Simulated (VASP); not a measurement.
# WS2 (R3m) in VASP: a series of runs

The runs below take WS2 through electric field gradients, with PBEsol.

Program: VASP 6.6.1. These are calculated values, not measurements. Logs are shortened: lines on timing, memory, paths and dates and some standing lists are left out, and cuts for length are marked.

**1. The cell of the first run**

It takes space group R3m (No. 160, trigonal). Conventional cell: a = 3.137 Å, b = 3.137 Å, c = 18.366 Å, α = 90.00°, β = 90.00°, γ = 120.00°. Within 3.2 Å of W (site symmetry 3m) lie 6 S at 2.37 to 2.40 Å and 6 W at 3.14 Å. Within 3.2 Å of S (site symmetry 3m) lie 3 W at 2.37 Å and 7 S at 3.11 to 3.14 Å. S (site symmetry 3m) has 3 W at 2.40 Å and 7 S at 3.11 to 3.14 Å within 3.2 Å.

**2. Electric field gradients, PBEsol (17.39 Å³/atom)**

The input, INCAR:

```
SYSTEM = WS2
ALGO = Normal
EDIFF = 1E-8
ENCUT = 520
GGA = PS
ISIF = 2
ISMEAR = -1
LASPH = .True.
LCHARG = .False.
LEFG = .True.
LREAL = .False.
LWAVE = .False.
NBANDS = 20
NELM = 80
PREC = Accurate
SIGMA = 0.03
```

The input, KPOINTS:

```
k-points
0
Gamma
  15 15 15
  0 0 0
```

The input, POSCAR:

```
WS2
1.0
    1.5684027470      0.9055177481      6.1219641228
   -1.5684027470      0.9055177481      6.1219641228
    0.0000000000     -1.8110354963      6.1219641228
W S
1 2
Direct
    0.0000000000      0.0000000000      0.0000000000
    0.7503000000      0.7503000000      0.7503000000
    0.5810000000      0.5810000000      0.5810000000
```

Potentials or basis: VASP PAW PBE potentials, release 64 (W_sv, S).

Command:

```console
cat potpaw_PBE.64/W_sv/POTCAR potpaw_PBE.64/S/POTCAR > POTCAR
mpirun -np 1 vasp_std > vasp.out
```

OUTCAR:

```text
SYSTEM = WS2
   EDIFF = 1E-8
   ENCUT = 520
   GGA = PS
   ISIF = 2
   ISMEAR = -1
   LASPH = .True.
   LREAL = .False.
   NELM = 80
   PREC = Accurate

 ion  position               nearest neighbor table
   1  0.000  0.000  0.000-   2 2.37   2 2.37   2 2.37   3 2.40   3 2.40   3 2.40
   2  0.750  0.750  0.750-   1 2.37   1 2.37   1 2.37
   3  0.581  0.581  0.581-   1 2.40   1 2.40   1 2.40

  LATTYP: Found a trigonal (rhomboedric) cell.
 ALAT       =     6.3842222933
 COS(alpha) =     0.8792939096

  Lattice vectors:

 A1 = (   1.5684027470,   0.9055177481,   6.1219641228)
 A2 = (  -1.5684027470,   0.9055177481,   6.1219641228)
 A3 = (   0.0000000000,  -1.8110354963,   6.1219641228)

Analysis of symmetry for initial positions (statically):
=====================================================================
 Subroutine PRICEL returns:
 Original cell was already a primitive cell.

 Routine SETGRP: Setting up the symmetry group for a
 trigonal (rhombohedral) supercell.

 Subroutine GETGRP returns: Found  6 space group operations
 (whereof  6 operations were pure point group operations)
 out of a pool of 12 trial point group operations.

The static configuration has the point symmetry C_3v.

Analysis of symmetry for dynamics (positions and initial velocities):
=====================================================================
 Subroutine PRICEL returns:
 Original cell was already a primitive cell.

 Routine SETGRP: Setting up the symmetry group for a
 trigonal (rhombohedral) supercell.

 Subroutine GETGRP returns: Found  6 space group operations
 (whereof  6 operations were pure point group operations)
 out of a pool of 12 trial point group operations.

The dynamic configuration has the point symmetry C_3v.

 Subroutine INISYM returns: Found  6 space group operations
 (whereof  6 operations are pure point group operations),
 and found     1 'primitive' translations

----------------------------------------------------------------------------------------

                                     Primitive cell

  volume of cell :      52.1671

  direct lattice vectors                    reciprocal lattice vectors
     1.568402747  0.905517748  6.121964123     0.318795667  0.184056764  0.054448756
    -1.568402747  0.905517748  6.121964123    -0.318795667  0.184056764  0.054448756
     0.000000000 -1.811035496  6.121964123     0.000000000 -0.368113528  0.054448756

  length of vectors
     6.384222293  6.384222293  6.384222293     0.372118579  0.372118579  0.372118579

  position of ions in fractional coordinates (direct lattice)
     0.000000000  0.000000000  0.000000000
     0.750300000  0.750300000  0.750300000
     0.581000000  0.581000000  0.581000000

  ion indices of the primitive-cell ions
   primitive index   ion index
                 1           1
                 2           2
                 3           3

----------------------------------------------------------------------------------------

 KPOINTS: k-points

Automatic generation of k-mesh.
 Grid dimensions read from file:
 generate k-points for:   15   15   15

 Generating k-lattice:

  Cartesian coordinates                     Fractional coordinates (reciprocal lattice)
     0.021253044  0.012270451  0.003629917     0.066666667 -0.000000000 -0.000000000
    -0.021253044  0.012270451  0.003629917    -0.000000000  0.066666667 -0.000000000
     0.000000000 -0.024540902  0.003629917    -0.000000000 -0.000000000  0.066666667

  Length of vectors
     0.024807905  0.024807905  0.024807905

  Shift w.r.t. Gamma in fractional coordinates (k-lattice)
     0.000000000  0.000000000  0.000000000

 Subroutine IBZKPT returns following result:
 ===========================================

 Found    344 irreducible k-points:

 Following reciprocal coordinates:
            Coordinates               Weight
  0.000000  0.000000  0.000000      1.000000
  0.066667 -0.000000 -0.000000      6.000000
  0.133333 -0.000000 -0.000000      6.000000
  0.200000  0.000000 -0.000000      6.000000
  0.266667 -0.000000 -0.000000      6.000000
  0.333333 -0.000000 -0.000000      6.000000
[... 16 lines left out ...]
  0.133333  0.133333 -0.000000      6.000000
  0.200000  0.133333 -0.000000     12.000000
 [... further k-points ...]
   k-points           NKPTS =    344   k-points in BZ     NKDIM =    344   number of bands    NBANDS=     20
   number of dos      NEDOS =    301   number of ions     NIONS =      3
   total plane-waves  NPLWV = 110592
   dimension x,y,z NGX =    48 NGY =   48 NGZ =   48
   dimension x,y,z NGXF=    96 NGYF=   96 NGZF=   96
   ions per type =               1   2
   NGX,Y,Z   is equivalent  to a cutoff of  12.50, 12.50, 12.50 a.u.
   NGXF,Y,Z  is equivalent  to a cutoff of  25.00, 25.00, 25.00 a.u.
 SYSTEM =  WS2
   PREC   = accura    normal or accurate (medium, high low for compatibility)
   ISTART =      0    job   : 0-new  1-cont  2-samecut
   ICHARG =      2    charge: 1-file 2-atom 10-const
   ISPIN  =      1    spin polarized calculation?
   LNONCOLLINEAR =      F non collinear calculations
   LSORBIT =      F    spin-orbit coupling
   LASPH  =      T    aspherical Exc in radial PAW
   ENCUT  =  520.0 eV  38.22 Ry    6.18 a.u.  11.87 11.87 11.87*2*pi/ulx,y,z
   NELM   =     80;   NELMIN=  2; NELMDL= -5     # of ELM steps
   EDIFF  = 0.1E-07   stopping-criterion for ELM
   LREAL  =      F    real-space projection
   EDIFFG = 0.1E-06   stopping-criterion for IOM
   NSW    =      0    number of steps for IOM
   IBRION =     -1    ionic relax: 0-MD 1-quasi-New 2-CG
   NFREE  =      0    steps in history (QN), initial steepest desc. (CG)
   ISIF   =      2    stress and relaxation
   ISYM   =      2    0-nonsym 1-usesym 2-fastsym
   POTIM  = 0.5000    time-step for ionic-motion
   TEBEG  =    0.0;   TEEND  =   0.0 temperature during run
   PSTRESS=    0.0 pullay stress
   NELECT =      26.0000    total number of electrons
   NUPDOWN=      -1.0000    fix difference up-down
   EMIN   =  10.00;   EMAX   =-10.00  energy-range for DOS
   EFERMI =   0.00;   METHOD = LEGACY
   ISMEAR =    -1;   SIGMA  =   0.03  broadening in eV -4-tet -1-fermi 0-gaus
   EFERMI_NEDOS =   21; number of points for ismear=-14 and -15
   IALGO  =     38    algorithm
   IMIX   =      4    mixing-type and parameters
     AMIX     =   0.40;   BMIX     =  1.00
     AMIX_MAG =   1.60;   BMIX_MAG =  1.00
  volume/ion in A,a.u.               =      17.39       117.35
  Fermi-wavevector in a.u.,A,eV,Ry     =   1.297977  2.452821 22.922347  1.684745
  Thomas-Fermi vector in A             =   2.429335
   LORBIT       =      0    0 simple, 1 ext, 2 COOP (PROOUT), +10 PAW based schemes
   GGA     = PS    functional components
   LHFCALC =     F    Hartree Fock is set to
   AEXX    =    0.0000 exact exchange contribution
   IVDW    =     0    specifies the selected vdW correction
   LEPSILON=     F    determine dielectric tensor
   LRPA    =     F    only Hartree local field effects (RPA)
 non-spin polarized calculation
  energy-cutoff  :      520.00
  volume of cell :       52.17
 maximum number of plane-waves:      1424
   NGX = 23   NGY = 23   NGZ = 23

 number of electron      26.0000000 magnetization

 Free energy of the ion-electron system (eV)
  ---------------------------------------------------
  ext. energy  EPLUGINS =         0.00000000
  ---------------------------------------------------
  free energy    TOTEN  =       -25.25466680 eV

  energy without entropy =      -25.25466679  energy(sigma->0) =      -25.25466679

 E-fermi :   8.1482     XC(G=0): -11.2155

 val. band max:        7.6743333346   @ k =   0.4667   0.4667   0.4667
 cond. band min:       8.6907420595   @ k =  -0.2000   0.2000   0.0000
 fundamental gap:      1.0164087250
 Fermi energy:         8.1482455603

 k-point     1 :       0.0000    0.0000    0.0000
  band No.  band energies     occupation
      1     -66.9004      2.00000
      2     -31.1967      2.00000
      3     -30.9931      2.00000
      4     -30.9931      2.00000
      5      -8.1522      2.00000
      6      -6.0573      2.00000
[... 12 lines left out ...]
     19      15.4904      0.00000
     20      16.1330      0.00000

 k-point     2 :       0.0667   -0.0000   -0.0000
  band No.  band energies     occupation
      1     -66.8994      2.00000
      2     -31.1935      2.00000
      3     -31.0107      2.00000
      4     -30.9972      2.00000
      5      -8.0721      2.00000
      6      -6.0353      2.00000
[... 12 lines left out ...]
     19      15.8095      0.00000
     20      16.1835      0.00000

 k-point     3 :       0.1333   -0.0000   -0.0000
  band No.  band energies     occupation
      1     -66.8969      2.00000
      2     -31.1845      2.00000
      3     -31.0602      2.00000
      4     -31.0086      2.00000
      5      -7.8390      2.00000
      6      -5.9712      2.00000
[... 12 lines left out ...]
     19      16.0810      0.00000
     20      16.5737      0.00000

 k-point     4 :       0.2000    0.0000   -0.0000
  band No.  band energies     occupation
      1     -66.8931      2.00000
      2     -31.1711      2.00000
      3     -31.1324      2.00000
      4     -31.0254      2.00000
      5      -7.4750      2.00000
      6      -5.8709      2.00000
[... 12 lines left out ...]
     19      16.0827      0.00000
     20      16.6529      0.00000

 k-point     5 :       0.2667   -0.0000   -0.0000
  band No.  band energies     occupation
      1     -66.8888      2.00000
      2     -31.2143      2.00000
      3     -31.1556      2.00000
      4     -31.0446      2.00000
      5      -7.0180      2.00000
      6      -5.7462      2.00000
[... 12 lines left out ...]
     19      15.7132      0.00000
     20      16.2702      0.00000
[... 353 lines left out ...]
      6      -5.8995      2.00000
[... 12 lines left out ...]
     19      16.1099      0.00000
     20      16.7755      0.00000

 k-point    22 :      -0.0667    0.0667    0.0000
  band No.  band energies     occupation
      1     -66.8977      2.00000
      2     -31.1874      2.00000
      3     -31.0437      2.00000
      4     -31.0055      2.00000
      5      -7.9182      2.00000
      6      -5.9864      2.00000
[... 12 lines left out ...]
     19      16.1136      0.00000
     20      16.4176      0.00000

 k-point    23 :       0.1333    0.1333   -0.0000
  band No.  band energies     occupation
      1     -66.8969      2.00000
      2     -31.1845      2.00000
      3     -31.0602      2.00000
      4     -31.0086      2.00000
      5      -7.8279      2.00000
      6      -5.9942      2.00000
[... 12 lines left out ...]
     19      16.1105      0.00000
     20      16.5719      0.00000

 k-point    24 :       0.2000    0.1333   -0.0000
  band No.  band energies     occupation
      1     -66.8945      2.00000
      2     -31.1762      2.00000
      3     -31.1030      2.00000
      4     -31.0211      2.00000
      5      -7.6003      2.00000
      6      -5.9412      2.00000
[... 12 lines left out ...]
     19      16.1305      0.00000
     20      16.6311      0.00000

 [... further k-points ...]

------------------------ aborting loop because EDIFF is reached ----------------------------------------

  FORCE on cell =-STRESS in cart. coord.  units (eV):
  Direction    XX          YY          ZZ          XY          YZ          ZX
  --------------------------------------------------------------------------------------
  -------------------------------------------------------------------------------------
  Total        0.8342258      0.8342258      1.2940534      0.0000000     -0.0000000     -0.0000000
  in kB       25.6210913     25.6210913     39.7435084      0.0000000     -0.0000000     -0.0000000
  external PRESSURE =      30.3285637 kB  Pullay stress =       0.0000000 kB

 VOLUME and BASIS-vectors are now :
 -----------------------------------------------------------------------------
  energy-cutoff  :      520.00
  volume of cell :       52.17
      direct lattice vectors                 reciprocal lattice vectors
     1.568402747  0.905517748  6.121964123     0.318795667  0.184056764  0.054448756
    -1.568402747  0.905517748  6.121964123    -0.318795667  0.184056764  0.054448756
     0.000000000 -1.811035496  6.121964123     0.000000000 -0.368113528  0.054448756

 POSITION                                       TOTAL-FORCE (eV/Angst)
 -----------------------------------------------------------------------------------
      0.00000      0.00000      0.00000         0.000000      0.000000     -0.630412
      0.00000     -0.00000     13.77993         0.000000     -0.000000      0.636522
      0.00000     -0.00000     10.67058         0.000000      0.000000     -0.006110
 -----------------------------------------------------------------------------------
    total drift:                                0.000000      0.000000      0.000048

  FREE ENERGIE OF THE ION-ELECTRON SYSTEM (eV)
  ---------------------------------------------------
  free  energy   TOTEN  =       -25.2546667951 eV

  energy  without entropy=      -25.2546667948  energy(sigma->0) =      -25.25466679

 Electric field gradients (V/A^2)
---------------------------------------------------------------------
 ion       V_xx      V_yy      V_zz      V_xy      V_xz      V_yz
---------------------------------------------------------------------
   1      79.217    79.217  -158.434    -0.000     0.000     0.000
   2      25.208    25.208   -50.416     0.000     0.000     0.000
   3      21.346    21.346   -42.692    -0.000    -0.000     0.000
---------------------------------------------------------------------

 Electric field gradients after diagonalization (V/A^2)
 (convention: |V_zz| > |V_xx| > |V_yy|)
----------------------------------------------------------------------
 ion       V_xx      V_yy      V_zz     asymmetry (V_yy - V_xx)/ V_zz
----------------------------------------------------------------------
   1      79.217    79.217  -158.434       0.000
   2      25.208    25.208   -50.416       0.000
   3      21.346    21.346   -42.692       0.000
----------------------------------------------------------------------

           NMR quadrupolar parameters

 Cq : quadrupolar parameter    Cq=e*Q*V_zz/h
 eta: asymmetry parameters     (V_yy - V_xx)/ V_zz
 Q  : nuclear electric quadrupole moment in mb (millibarn)
----------------------------------------------------------------------
 ion       Cq(MHz)       eta       Q (mb)
----------------------------------------------------------------------
   1      -0.383       0.000       1.000
   2      -0.122       0.000       1.000
   3      -0.103       0.000       1.000
----------------------------------------------------------------------
```

It took 11 min on 1 thread of Intel Xeon Platinum 8488C (Sapphire Rapids), shared host; peak memory 0.56 GiB.

Results:

* Free energy: -25.2547 eV
* Pressure: 3.0 GPa
* Largest force: 0.637 eV/Å
* Band gap on the k mesh: 1.02 eV (least direct gap 1.94 eV)
* Largest electric field gradient by atom: W -158.4; S -50.4, -42.7 V/Å²

Forces in eV/Å, atoms in the order of the input:
```
W    0.000  0.000 -0.630
S    0.000  0.000  0.637
S    0.000  0.000 -0.006
```

Electric field gradients, principal values (V/Å²):
| atom | least | middle | greatest (by size) |
| --- | --- | --- | --- |
| 1 W | 79.217 | 79.217 | -158.434 |
| 2 S | 25.208 | 25.208 | -50.416 |
| 3 S | 21.346 | 21.346 | -42.692 |

Caveat: the cell stands under pressure; without QUAD_EFG the Cq values of the log hold for a quadrupole moment of 1 mb, not for the nuclei; the PAW data sets were made with another functional, which shifts forces and pressure a little; spin-orbit coupling is left out, which moves the levels of the heavy elements; an odd mesh through Γ misses points on the zone boundary, where band edges can lie.

[end of part 1 of 4]
